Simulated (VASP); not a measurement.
Here is a VASP 6.6.1 calculation.

File INCAR:

```
SYSTEM = NdBi2S3
PREC = Accurate
ENCUT = 500
EDIFF = 1E-6
ISMEAR = 0
SIGMA = 0.2
LREAL = .False.
LASPH = .True.
NELM = 200
ALGO = Normal
ISIF = 2
LWAVE = .False.
LCHARG = .True.
GGA = PE
LELF = .True.
LVHAR = .True.
NBANDS = 38
GGA_COMPAT = .False.
LMAXMIX = 6
```

KPOINTS

```
Automatic mesh
0
Gamma
  4 4 2
  0 0 0
```

POSCAR

```
NdBi2S3
1.0
    5.1869346916      0.0000000000      0.0000000000
    0.0000000000      5.1869346916      0.0000000000
    0.0000000000      0.0000000000      9.7532545910
Nd Bi S
1 2 3
Direct
    0.5000000000      0.5000000000      0.0000000000
    0.5000000000      0.5000000000      0.6388903288
    0.5000000000      0.5000000000      0.3611096712
    0.0000000000      0.5000000000      0.0000000000
    0.5000000000      0.0000000000      0.0000000000
    0.0000000000      0.0000000000      0.5000000000
```

Potentials or basis: VASP PAW PBE potentials, release 64 (Nd_3, Bi_d, S), 4f in core.

Run with:

```console
$ cat potpaw_PBE.64/Nd_3/POTCAR potpaw_PBE.64/Bi_d/POTCAR potpaw_PBE.64/S/POTCAR > POTCAR
$ mpirun -np 1 vasp_std > vasp.out
```

Q: What does it give for the largest force?

A: 0.031 eV/Å.

Q: What does it give for the band gap on the k mesh?

A: Zero (an odd number of electrons rules out a gap without spin polarisation).

Q: Estimate the pressure.

A: 0.2 GPa.

Stress tensor (GPa, compression positive):
```
0.24 0.00 0.00
0.00 0.24 0.00
0.00 0.00 0.08
```

Caveat: spin-orbit coupling is left out, which moves the levels of the heavy elements; the 4f electrons are frozen in the core, so they carry no moment and show no levels; the run has no spin polarisation, though such a crystal can be magnetic. Spin polarisation is off, so any magnetic state and its effect on volume and gap are missing.
